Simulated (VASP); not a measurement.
A run of VASP 6.6.1 is set up as follows.

POSCAR

```
Ta4C3
1.0
   -3.1177991687      0.0000000000      0.0000000000
   -1.5588995843     -2.7000932840      0.0000000000
    0.3897248961      0.2250077737     10.2185930705
Ta C
4 3
Direct
    0.3259356302      0.3259356303      0.1900275630
    0.3886954410      0.3886954410      0.9431452919
    0.0350181220      0.0350181220      0.6990174637
    0.6811827340      0.6811827340      0.4529928082
    0.3581677670      0.3581677670      0.5768132042
    0.9815122628      0.9815122628      0.0569471534
    0.0037630455      0.0037630455      0.3239565456
```

INCAR.step1

```
SYSTEM = Ta4C3
ALGO = Normal
EDIFF = 1E-4
ENCUT = 520
GGA = PE
ISMEAR = 0
LASPH = .True.
LCHARG = .False.
LREAL = .False.
LWAVE = .True.
NBANDS = 37
NELM = 100
PREC = Accurate
SIGMA = 0.15
```

Contents of INCAR.step2:

```
SYSTEM = Ta4C3
ALGO = Normal
EDIFF = 1E-6
ENCUT = 520
ISIF = 2
ISMEAR = 0
ISTART = 1
LASPH = .True.
LCHARG = .False.
LMIXTAU = .True.
LREAL = .False.
LWAVE = .False.
METAGGA = R2SCAN
NBANDS = 37
NELM = 100
PREC = Accurate
SIGMA = 0.15
```

KPOINTS

```
k-points
0
Gamma
  14 14 4
  0 0 0
```

Potentials or basis: VASP PAW PBE potentials, release 64 (Ta_pv, C).

Command:

```console
$ cat potpaw_PBE.64/Ta_pv/POTCAR potpaw_PBE.64/C/POTCAR > POTCAR
$ cp INCAR.step1 INCAR
$ mpirun -np 1 vasp_std > vasp.out
$ cp INCAR.step2 INCAR
$ mpirun -np 1 vasp_std > vasp.out
```

(1) Estimate the band gap on the k mesh.

(2) Estimate the largest force.

(3) Predict the pressure.

## Answers

(1) zero (bands 28 and 29 overlap by 0.72 eV).

(2) 5.753 eV/Å.

(3) 10.2 GPa.

Caveat: the cell stands under pressure; the PAW data sets were made with another functional, which shifts forces and pressure a little; spin-orbit coupling is left out, which moves the levels of the heavy elements.
